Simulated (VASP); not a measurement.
Set up this calculation in VASP 6.6.1, as the native input.

```
Task                   : single point
Functional             : PBEsol
Potentials or basis    : VASP PAW PBE potentials, release 64 (Hf_pv, O)
Cutoff                 : 520 eV
k mesh                 : 6 × 6 × 6
Occupations            : gaussian, width 0.05 eV
Spin                   : no spin polarisation
Dipole correction      : no
Further INCAR settings : ALGO = Normal; EDIFF = 1e-07; NBANDS = 31
```

The structure of HfO2 lies in POSCAR:

```
HfO2
1.0
    0.0000000000     -2.5220673945     -2.5220673945
    0.0000000000      2.5220673945     -2.5220673945
    5.0441347890      0.0000000000      0.0000000000
Hf O
2 4
Direct
    0.0239882567     -0.0239882567      0.0000000000
    0.4760117433      0.5239882567      0.5000000000
   -0.0009542797      0.4990457203      0.7179627911
    0.5009542797      0.0009542797      0.2820372089
   -0.0009542797      0.4990457203      0.2179627911
    0.5009542797      0.0009542797      0.7820372089
```

This cell differs from its parent crystal: mode 1 frozen in at -0.162 Å and mode 5 at -0.121 Å (largest displacements).

One way to write it, as run:

INCAR

```
ALGO     = Normal         # electronic algorithm
EDIFF    = 1E-7           # SCF threshold, eV
ENCUT    = 520            # plane-wave cutoff, eV
GGA      = PS             # functional
ISIF     = 2              # what is computed and relaxed
ISMEAR   = 0              # smearing method
LASPH    = True           # aspherical terms in the spheres
LCHARG   = True           # write CHGCAR
LELF     = True           # ELF
LREAL    = False          # projectors in reciprocal space
LVHAR    = True         
LWAVE    = False          # write WAVECAR
NBANDS   = 31             # bands
NELM     = 60             # most SCF steps
PREC     = Accurate       # precision mode
SIGMA    = 0.05           # smearing width, eV
```

KPOINTS

```
k-points
0
Gamma
  6 6 6
```

Potentials or basis: VASP PAW PBE potentials, release 64 (Hf_pv, O).

The run is started by

```console
$ cat potpaw_PBE.64/Hf_pv/POTCAR potpaw_PBE.64/O/POTCAR > POTCAR
$ mpirun -np 1 vasp_std > vasp.out
```

Results of the run:

```
Pressure               : 0.6 GPa
Largest force          : 1.108 eV/Å
Band gap on the k mesh : 4.34 eV, indirect (least direct gap 4.46 eV)
```

Caveat: the cell differs from its parent crystal (mode 1 frozen in at -0.162 Å and mode 5 at -0.121 Å (largest displacements)); the PAW data sets were made with another functional, which shifts forces and pressure a little; spin-orbit coupling is left out, which moves the levels of the heavy elements.

Wall time 58 s on 1 thread of Intel(R) Xeon(R) 6975P-C (Granite Rapids) (shared host), peak memory 0.25 GiB.
